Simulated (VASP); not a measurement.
Wanted: the native input for a VASP 6.6.1 run.

```yaml
Task: single point
Functional: PBE
Potentials_or_basis: VASP PAW PBE potentials, release 64 (K_sv, Cl)
Cutoff: 520 eV
k_mesh: 8 × 8 × 8
Occupations: gaussian, width 0.05 eV
Spin: no spin polarisation
Dipole_correction: no
Further_INCAR_settings: ALGO = Normal; EDIFF = 1e-07; NBANDS = 15
```

The structure of KCl lies in POSCAR:

```
KCl
1.0
    4.0529132608      0.0000000000      0.0000000000
    0.0000000000      4.0529132608      0.0000000000
    0.0000000000      0.0000000000      3.4449762717
K Cl
1 1
Direct
    0.0000000000      0.0000000000      0.0000000000
    0.5000000000      0.5000000000      0.5000000000
```

This cell differs from its parent crystal: ratio of the length along z to the lengths across it x 0.85, volume and fractional coordinates fixed.

One way to write it, as run:

INCAR

```
SYSTEM = KCl
  PREC = Accurate
  ENCUT = 520
  EDIFF = 1E-7
  ISMEAR = 0
  SIGMA = 0.05
  LREAL = .FALSE.
  LASPH = .TRUE.
  NELM = 80
  ALGO = Normal
  ISIF = 2
  LWAVE = .FALSE.
  LCHARG = .TRUE.
  GGA = PE
  LELF = .TRUE.
  LVHAR = .TRUE.
  NBANDS = 15
```

KPOINTS

```
regular mesh
0
G
  8 8 8
  0 0 0
```

Potentials or basis: VASP PAW PBE potentials, release 64 (K_sv, Cl).

Command:

```console
$ cat potpaw_PBE.64/K_sv/POTCAR potpaw_PBE.64/Cl/POTCAR > POTCAR
$ mpirun -np 1 vasp_std > vasp.out
```

It gave:

```json
{"Pressure": "0.1 GPa", "Band gap on the k mesh": "3.95 eV (least direct gap 4.06 eV)"}
```

Run time: 77 s on 1 thread of Intel Xeon 8259CL, with other jobs on the host, peak memory 0.2 GiB.
